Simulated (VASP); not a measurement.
# Tc12B (a cell with a defect) in VASP: notebook

Tc12B (a cell with a defect) is run at these levels: PBE+D3(BJ); tasks: single point.

All numbers are computed with VASP 6.6.1; they aren't measurements. Logs are shortened: lines on timing, memory, paths and dates and some standing lists are left out, and cuts for length are marked.

## 1. The cell of the first run

The cell holds a defect, 13 atoms: a = 5.480 Å, b = 8.220 Å, c = 4.395 Å, α = 90.00°, β = 90.00°, γ = 120.00°.

## 2. Single point, PBE+D3(BJ)

Input file INCAR:

```
PREC = Accurate ; ENCUT = 520
EDIFF = 1E-6 ; ISMEAR = -1
SIGMA = 0.1 ; LREAL = False
LASPH = True ; NELM = 100
ALGO = Normal ; ISIF = 2
LWAVE = False ; LCHARG = False
GGA = PE ; IVDW = 12
NBANDS = 92 ; KPAR = 2
```

Input file KPOINTS:

```
regular mesh
0
Gamma
  4 3 4
```

Input file POSCAR:

```
Tc12B
1.0
    5.4800000000      0.0000000000      0.0000000000
   -4.1100000000      7.1187290000      0.0000000000
    0.0000000000      0.0000000000      4.3949600000
Tc B
12 1
Direct
    0.0078967440     -0.0097629788     -0.0318774232
    0.1748758413      0.2126081777      0.4683091541
    0.0134689977      0.3296374957     -0.0290105029
    0.1747731260      0.5384809564      0.4846915558
   -0.0195552099      0.6485005961      0.0027076469
    0.1887860474      0.8883327347      0.5147032055
    0.5414281133      0.0060404041      0.0256885159
    0.6814978623      0.2126784149      0.4848508291
    0.4786578818      0.3297920176     -0.0264393760
    0.6914618713      0.5323141252      0.5124961319
    0.5329020288      0.6612416346     -0.0177931085
    0.6892679954      0.8828682761      0.4773194750
    0.3467300192      0.7701655731      0.7646258441
```

Potentials or basis: VASP PAW PBE potentials, release 64 (Tc_pv, B).

Run with:

```bash
> cat potpaw_PBE.64/Tc_pv/POTCAR potpaw_PBE.64/B/POTCAR > POTCAR
> mpirun -np 2 vasp_std > vasp.out
```

OUTCAR:

```text
PREC = Accurate
   ENCUT = 520
   EDIFF = 1E-6
   ISMEAR = -1
   LREAL = False
   LASPH = True
   NELM = 100
   ISIF = 2
   GGA = PE
   IVDW = 12
 IVDW          = 12

 ion  position               nearest neighbor table
   1  0.008  0.990  0.968-   6 2.55  12 2.63   7 2.64  11 2.66   9 2.69  12 2.70   2 2.71   2 2.71
                             5 2.74   3 2.77   7 2.87   6 2.88
   2  0.175  0.213  0.468-   9 2.61   9 2.65   4 2.68  12 2.69   8 2.70   1 2.71   3 2.71   1 2.71
                             6 2.71   3 2.73  10 2.74   8 2.78
   3  0.013  0.330  0.971-   9 2.55   4 2.60   7 2.64   8 2.66   4 2.70   2 2.71   5 2.72   2 2.73
                             8 2.75   1 2.77  11 2.79   9 2.93
   4  0.175  0.538  0.485-  13 2.06   3 2.60  10 2.63   2 2.68   8 2.69   3 2.70   5 2.72  11 2.77
                            11 2.79  12 2.83   6 2.84   5 2.85  10 2.86
   5  0.980  0.649  0.003-  13 2.03  11 2.51  10 2.56  10 2.63   9 2.69   3 2.72   4 2.72   1 2.74
                             6 2.75   6 2.83   4 2.85  11 2.98   7 3.01
   6  0.189  0.888  0.515-  13 1.93   1 2.55   8 2.69   2 2.71  12 2.72   7 2.72   5 2.75  12 2.77
                             7 2.80   5 2.83  10 2.83   4 2.84   1 2.88
   7  0.541  0.006  0.026-  13 2.04   8 2.50  12 2.54   3 2.64   1 2.64   6 2.72   8 2.80   6 2.80
                            11 2.82   9 2.86   1 2.87  12 2.88   5 3.01
   8  0.681  0.213  0.485-   7 2.50  10 2.60   3 2.66   6 2.69   4 2.69   2 2.70  12 2.73   3 2.75
                             2 2.78   7 2.80   9 2.80   9 2.88
   9  0.479  0.330  0.974-  10 2.51   3 2.55  11 2.59   2 2.61   2 2.65   5 2.69   1 2.69  10 2.79
                             8 2.80   7 2.86   8 2.88   3 2.93
  10  0.691  0.532  0.512-   9 2.51   5 2.56   8 2.60   4 2.63   5 2.63  11 2.66   2 2.74   9 2.79
                             6 2.83   4 2.86  11 2.87  12 2.89
  11  0.533  0.661  0.982-  13 1.92   5 2.51   9 2.59   1 2.66  10 2.66  12 2.69  12 2.72   4 2.77
                             4 2.79   3 2.79   7 2.82  10 2.87   5 2.98
  12  0.689  0.883  0.477-  13 2.06   7 2.54   1 2.63   2 2.69  11 2.69   1 2.70   6 2.72  11 2.72
                             8 2.73   6 2.77   4 2.83   7 2.88  10 2.89
  13  0.347  0.770  0.765-  11 1.92   6 1.93   5 2.03   7 2.04   4 2.06  12 2.06

  LATTYP: Found a simple monoclinic cell.
 ALAT       =     5.4800000000
 B/A-ratio  =     0.8020000000
 C/A-ratio  =     1.3228756879
 COS(beta)  =    -0.1889822319

  Lattice vectors:

 A1 = (   5.4800000000,   0.0000000000,   0.0000000000)
 A2 = (   0.0000000000,   0.0000000000,   4.3949600000)
 A3 = (  -1.3700000000,  -7.1187290000,   0.0000000000)

Analysis of symmetry for initial positions (statically):
=====================================================================
 Subroutine PRICEL returns:
 Original cell was already a primitive cell.

 Routine SETGRP: Setting up the symmetry group for a
 simple monoclinic supercell.

 Subroutine GETGRP returns: Found  1 space group operations
 (whereof  1 operations were pure point group operations)
 out of a pool of  4 trial point group operations.

The static configuration has the point symmetry C_1 .

Analysis of symmetry for dynamics (positions and initial velocities):
=====================================================================
 Subroutine PRICEL returns:
 Original cell was already a primitive cell.

 Routine SETGRP: Setting up the symmetry group for a
 simple monoclinic supercell.

 Subroutine GETGRP returns: Found  1 space group operations
 (whereof  1 operations were pure point group operations)
 out of a pool of  4 trial point group operations.

The dynamic configuration has the point symmetry C_1 .

 Subroutine INISYM returns: Found  1 space group operations
 (whereof  1 operations are pure point group operations),
 and found     1 'primitive' translations

----------------------------------------------------------------------------------------

                                     Primitive cell

  volume of cell :     171.4502

  direct lattice vectors                    reciprocal lattice vectors
     5.480000000  0.000000000  0.000000000     0.182481752  0.105355886  0.000000000
    -4.110000000  7.118729000  0.000000000     0.000000000  0.140474514  0.000000000
     0.000000000  0.000000000  4.394960000     0.000000000  0.000000000  0.227533356

  length of vectors
     5.480000000  8.220000157  4.394960000     0.210711776  0.140474514  0.227533356

  position of ions in fractional coordinates (direct lattice)
     0.007896744  0.990237021  0.968122577
     0.174875841  0.212608178  0.468309154
     0.013468998  0.329637496  0.970989497
     0.174773126  0.538480956  0.484691556
     0.980444790  0.648500596  0.002707647
     0.188786047  0.888332735  0.514703205
     0.541428113  0.006040404  0.025688516
     0.681497862  0.212678415  0.484850829
     0.478657882  0.329792018  0.973560624
     0.691461871  0.532314125  0.512496132
     0.532902029  0.661241635  0.982206891
     0.689267995  0.882868276  0.477319475
     0.346730019  0.770165573  0.764625844

  ion indices of the primitive-cell ions
   primitive index   ion index
                 1           1
                 2           2
                 3           3
                 4           4
                 5           5
                 6           6
                 7           7
                 8           8
                 9           9
                10          10
                11          11
                12          12
                13          13

----------------------------------------------------------------------------------------

 KPOINTS: regular mesh

Automatic generation of k-mesh.
 Grid dimensions read from file:
 generate k-points for:    4    3    4

 Generating k-lattice:

  Cartesian coordinates                     Fractional coordinates (reciprocal lattice)
     0.045620438  0.026338971  0.000000000     0.250000000  0.000000000  0.000000000
     0.000000000  0.046824838  0.000000000     0.000000000  0.333333333  0.000000000
     0.000000000  0.000000000  0.056883339     0.000000000  0.000000000  0.250000000

  Length of vectors
     0.052677944  0.046824838  0.056883339

  Shift w.r.t. Gamma in fractional coordinates (k-lattice)
     0.000000000  0.000000000  0.000000000

 Subroutine IBZKPT returns following result:
 ===========================================

 Found     26 irreducible k-points:

 Following reciprocal coordinates:
            Coordinates               Weight
  0.000000  0.000000  0.000000      1.000000
  0.250000  0.000000  0.000000      2.000000
  0.500000  0.000000  0.000000      1.000000
  0.000000  0.333333  0.000000      2.000000
  0.250000  0.333333  0.000000      2.000000
  0.500000  0.333333  0.000000      2.000000
[... 16 lines left out ...]
  0.000000  0.333333  0.500000      2.000000
  0.250000  0.333333  0.500000      2.000000
 [... further k-points ...]
   k-points           NKPTS =     26   k-points in BZ     NKDIM =     26   number of bands    NBANDS=     92
   number of dos      NEDOS =    301   number of ions     NIONS =     13
   total plane-waves  NPLWV =  96768
   dimension x,y,z NGX =    42 NGY =   64 NGZ =   36
   dimension x,y,z NGXF=    84 NGYF=  128 NGZF=   72
   ions per type =              12   1
   NGX,Y,Z   is equivalent  to a cutoff of  12.74, 12.94, 13.62 a.u.
   NGXF,Y,Z  is equivalent  to a cutoff of  25.48, 25.89, 27.24 a.u.
 SYSTEM =  unknown system
   PREC   = accura    normal or accurate (medium, high low for compatibility)
   ISTART =      0    job   : 0-new  1-cont  2-samecut
   ICHARG =      2    charge: 1-file 2-atom 10-const
   ISPIN  =      1    spin polarized calculation?
   LNONCOLLINEAR =      F non collinear calculations
   LSORBIT =      F    spin-orbit coupling
   LASPH  =      T    aspherical Exc in radial PAW
   ENCUT  =  520.0 eV  38.22 Ry    6.18 a.u.  10.19 15.28  8.17*2*pi/ulx,y,z
   NELM   =    100;   NELMIN=  2; NELMDL= -5     # of ELM steps
   EDIFF  = 0.1E-05   stopping-criterion for ELM
   LREAL  =      F    real-space projection
   EDIFFG = 0.1E-04   stopping-criterion for IOM
   NSW    =      0    number of steps for IOM
   IBRION =     -1    ionic relax: 0-MD 1-quasi-New 2-CG
   NFREE  =      0    steps in history (QN), initial steepest desc. (CG)
   ISIF   =      2    stress and relaxation
   ISYM   =      2    0-nonsym 1-usesym 2-fastsym
   POTIM  = 0.5000    time-step for ionic-motion
   TEBEG  =    0.0;   TEEND  =   0.0 temperature during run
   PSTRESS=    0.0 pullay stress
   NELECT =     159.0000    total number of electrons
   NUPDOWN=      -1.0000    fix difference up-down
   EMIN   =  10.00;   EMAX   =-10.00  energy-range for DOS
   EFERMI =   0.00;   METHOD = LEGACY
   ISMEAR =    -1;   SIGMA  =   0.10  broadening in eV -4-tet -1-fermi 0-gaus
   EFERMI_NEDOS =   21; number of points for ismear=-14 and -15
   IALGO  =     38    algorithm
   IMIX   =      4    mixing-type and parameters
     AMIX     =   0.40;   BMIX     =  1.00
     AMIX_MAG =   1.60;   BMIX_MAG =  1.00
  volume/ion in A,a.u.               =      13.19        89.00
  Fermi-wavevector in a.u.,A,eV,Ry     =   1.596472  3.016894 34.677466  2.548722
  Thomas-Fermi vector in A             =   2.694229
   LORBIT       =      0    0 simple, 1 ext, 2 COOP (PROOUT), +10 PAW based schemes
   GGA     = PE    functional components
   LHFCALC =     F    Hartree Fock is set to
   AEXX    =    0.0000 exact exchange contribution
   IVDW    =    12    specifies the selected vdW correction
   LEPSILON=     F    determine dielectric tensor
   LRPA    =     F    only Hartree local field effects (RPA)
 non-spin polarized calculation
  energy-cutoff  :      520.00
  volume of cell :      171.45
 maximum number of plane-waves:      4640
 NGX is ok and might be reduce to    42
   NGX = 21   NGY = 31   NGZ = 17

 number of electron     158.9999996 magnetization

 Free energy of the ion-electron system (eV)
  ---------------------------------------------------
  ext. energy  EPLUGINS =         0.00000000
  ---------------------------------------------------
  free energy    TOTEN  =      -129.87197919 eV

  energy without entropy =     -129.51972429  energy(sigma->0) =     -129.69585174

 E-fermi :  13.1838     XC(G=0): -13.9474

 val. band max:       13.1646691056   @ k =   0.0000  -0.3333   0.2500
 cond. band min:      13.1976268285   @ k =   0.2500   0.3333   0.0000
 fundamental gap:      0.0329577230
 Fermi energy:        13.1837534666

 k-point     1 :       0.0000    0.0000    0.0000
  band No.  band energies     occupation
      1     -26.5066      2.00000
      2     -26.3693      2.00000
      3     -26.2700      2.00000
      4     -26.2184      2.00000
      5     -26.1592      2.00000
      6     -26.1187      2.00000
[... 83 lines left out ...]
     90      15.2936      0.00000
     91      15.5128      0.00000

 k-point     2 :       0.2500    0.0000    0.0000
  band No.  band energies     occupation
      1     -26.4506      2.00000
      2     -26.3268      2.00000
      3     -26.2443      2.00000
      4     -26.1799      2.00000
      5     -26.1442      2.00000
      6     -26.0963      2.00000
[... 2057 lines left out ...]
     90      15.1260      0.00000
     91      15.3387      0.00000

 k-point    24 :       0.2500    0.3333    0.5000
  band No.  band energies     occupation
      1     -26.4696      2.00000
      2     -26.3814      2.00000
      3     -26.3305      2.00000
      4     -26.2953      2.00000
      5     -26.2743      2.00000
      6     -26.2278      2.00000
[... 83 lines left out ...]
     90      15.3013      0.00000
     91      15.4017      0.00000

 [... further k-points ...]

 [bands above 91 left out]

------------------------ aborting loop because EDIFF is reached ----------------------------------------

 Edisp (eV)   -8.18999

 E8    (eV) :    -3.7710

  FORCE on cell =-STRESS in cart. coord.  units (eV):
  Direction    XX          YY          ZZ          XY          YZ          ZX
  --------------------------------------------------------------------------------------
  -------------------------------------------------------------------------------------
  Total      16.52684    15.02680    11.56500    -0.15569    -1.92462     2.93296
  in kB     154.44095   140.42332   108.07327    -1.45495   -17.98529    27.40812
  external pressure =      134.31 kB  Pullay stress =        0.00 kB

 VOLUME and BASIS-vectors are now :
 -----------------------------------------------------------------------------
  energy-cutoff  :      520.00
  volume of cell :      171.45
      direct lattice vectors                 reciprocal lattice vectors
     5.480000000  0.000000000  0.000000000     0.182481752  0.105355886  0.000000000
    -4.110000000  7.118729000  0.000000000     0.000000000  0.140474514  0.000000000
     0.000000000  0.000000000  4.394960000     0.000000000  0.000000000  0.227533356

 POSITION                                       TOTAL-FORCE (eV/Angst)
 -----------------------------------------------------------------------------------
     -4.02660      7.04923      4.25486         0.672761      0.308407      0.801005
      0.08450      1.51350      2.05820         0.207180      0.080062      0.422462
     -1.28100      2.34660      4.26746        -0.234398     -0.317545      0.289022
     -1.25540      3.83330      2.13020         0.116642     -0.527702     -0.769026
      2.70750      4.61650      0.01190         0.869470      0.195784      0.833545
     -2.61650      6.32380      2.26210        -2.305486      0.717096     -2.472460
      2.94220      0.04300      0.11290        -1.206492      0.836260     -0.758022
      2.86050      1.51400      2.13090        -0.350948      0.175754      0.466472
      1.26760      2.34770      4.27876         1.830092     -1.245850      0.436513
      1.60140      3.78940      2.25240        -1.382111      0.941040     -0.802865
      0.20260      4.70720      4.31676         0.821217     -1.361630      2.364817
      0.14860      6.28490      2.09780         1.220756      0.247196     -0.428353
     -1.26530      5.48260      3.36050        -0.258683     -0.048872     -0.383110
 -----------------------------------------------------------------------------------
    total drift:                                0.000066     -0.000091     -0.000355

  FREE ENERGIE OF THE ION-ELECTRON SYSTEM (eV)
  ---------------------------------------------------
  free  energy   TOTEN  =      -138.0619660586 eV

  energy  without entropy=     -137.7097111559  energy(sigma->0) =     -137.88583861
```

It took 7 min on 2 MPI ranks of Intel Xeon Platinum 8259CL at 2.50GHz (Skylake/Cascade Lake), shared host; peak memory 0.46 GiB.

Results:

```yaml
Free_energy: -138.0620 eV
Pressure: 13.4 GPa
Largest_force: 3.456 eV/Å
Band_gap_on_the_k_mesh: zero (an odd number of electrons rules out a gap without spin polarisation)
Dispersion_energy_per_atom: -0.630 eV
```

Forces in eV/Å, atoms in the order of the input:
```
Tc   0.673  0.308  0.801
Tc   0.207  0.080  0.422
Tc  -0.234 -0.318  0.289
Tc   0.117 -0.528 -0.769
Tc   0.869  0.196  0.834
Tc  -2.305  0.717 -2.472
Tc  -1.206  0.836 -0.758
Tc  -0.351  0.176  0.466
Tc   1.830 -1.246  0.437
Tc  -1.382  0.941 -0.803
Tc   0.821 -1.362  2.365
Tc   1.221  0.247 -0.428
B   -0.259 -0.049 -0.383
```

Stress tensor (GPa, compression positive):
```
15.44 -0.15  2.74
-0.15 14.04 -1.80
 2.74 -1.80 10.81
```

Levels at points of the mesh, in eV from the Fermi level:
| k point | band 76 | band 77 | band 78 | band 79 | band 80 | band 81 | band 82 | band 83 |
| --- | --- | --- | --- | --- | --- | --- | --- | --- |
| (0.00, 0.00, 0.00) | -0.86 | -0.74 | -0.63 | -0.34 | 0.03 | 0.89 | 0.99 | 1.13 |
| (0.50, 0.00, 0.00) | -0.67 | -0.51 | -0.32 | -0.24 | -0.05 | 0.12 | 0.32 | 0.42 |
| (0.00, 0.00, 0.50) | -0.23 | -0.19 | -0.13 | 0.06 | 0.09 | 0.27 | 0.38 | 1.01 |
| (0.50, 0.00, 0.50) | -0.72 | -0.62 | -0.49 | -0.46 | -0.30 | -0.13 | -0.03 | 0.06 |

Caveat: the atoms stand as in a frame of molecular dynamics.

## 3. Single point, PBE+D3(BJ)

Input file INCAR:

```
PREC = Accurate
ENCUT = 520
EDIFF = 1E-6
ISMEAR = -1
SIGMA = 0.1
LREAL = False
LASPH = True
NELM = 80
ALGO = Normal
ISIF = 2
LWAVE = False
LCHARG = False
GGA = PE
IVDW = 12
NBANDS = 92
KPAR = 2
```

Input file KPOINTS:

```
Automatic mesh
0
Gamma
  4 3 4
```

Input file POSCAR:

```
Tc12B
1.0
    5.4800000000      0.0000000000      0.0000000000
   -4.1100000000      7.1187290000      0.0000000000
    0.0000000000      0.0000000000      4.3949600000
Tc B
12 1
Direct
   -0.0094999956     -0.0197226218     -0.0353586836
    0.1935426315      0.2182271582      0.4803684220
    0.0190198595      0.3256761144     -0.0289422429
    0.1395678576      0.5378909634      0.4524500792
   -0.0126240918      0.6440194591     -0.0075086008
    0.2058040993      0.8937971933      0.4928827566
    0.5400811395      0.0108867749      0.0105803011
    0.6678302649      0.2245766063      0.4848508291
    0.5151835697      0.3295391635     -0.0105120411
    0.6843168131      0.5357557508      0.5384121812
    0.5107102863      0.6450589705      0.0061434006
    0.7032948595      0.8885293990      0.4831898356
    0.3310812138      0.7569890636      0.7564118900
```

Potentials or basis: VASP PAW PBE potentials, release 64 (Tc_pv, B).

Run with:

```bash
> cat potpaw_PBE.64/Tc_pv/POTCAR potpaw_PBE.64/B/POTCAR > POTCAR
> mpirun -np 2 vasp_std > vasp.out
```

Wall time 6.8 min (2 MPI ranks of AMD EPYC 7R13 (Zen 3), shared host); peak memory 0.45 GiB.

It converged, with:

```yaml
Free_energy: -137.8022 eV
Pressure: 14.2 GPa
Largest_force: 3.679 eV/Å
Band_gap_on_the_k_mesh: zero (an odd number of electrons rules out a gap without spin polarisation)
Dispersion_energy_per_atom: -0.630 eV
```

Forces in eV/Å, atoms in the order of the input:
```
Tc   1.503  1.088  0.888
Tc  -1.469 -0.294 -0.097
Tc  -0.043 -0.591 -0.256
Tc   2.502 -0.684  1.148
Tc  -1.111  0.467  1.947
Tc  -2.426  0.253 -1.685
Tc  -0.637 -0.275 -0.172
Tc   1.753 -1.465  0.516
Tc  -0.292 -1.446  0.472
Tc  -2.060  1.709 -2.524
Tc   0.400  0.428  0.790
Tc  -0.048 -0.476 -0.170
B    1.928  1.288 -0.855
```

Stress tensor (GPa, compression positive):
```
17.07  0.29  1.37
 0.29 13.95 -1.64
 1.37 -1.64 11.57
```

Levels at points of the mesh, in eV from the Fermi level:
```tsv
k point	band 76	band 77	band 78	band 79	band 80	band 81	band 82	band 83	band 84	band 85
(0.00, 0.00, 0.00)	-0.79	-0.69	-0.41	-0.20	-0.17	0.91	1.00	1.07	1.21	1.52
(0.50, 0.00, 0.00)	-0.77	-0.60	-0.34	-0.19	-0.03	0.30	0.36	0.45	0.65	0.81
(0.00, 0.00, 0.50)	-0.26	-0.17	-0.05	0.02	0.07	0.17	0.40	0.89	1.11	1.45
(0.50, 0.00, 0.50)	-0.69	-0.59	-0.56	-0.35	-0.24	-0.17	-0.03	0.20	0.45	1.11
```

The gap in the log of VASP goes by the Fermi energy; the results here count the filled bands.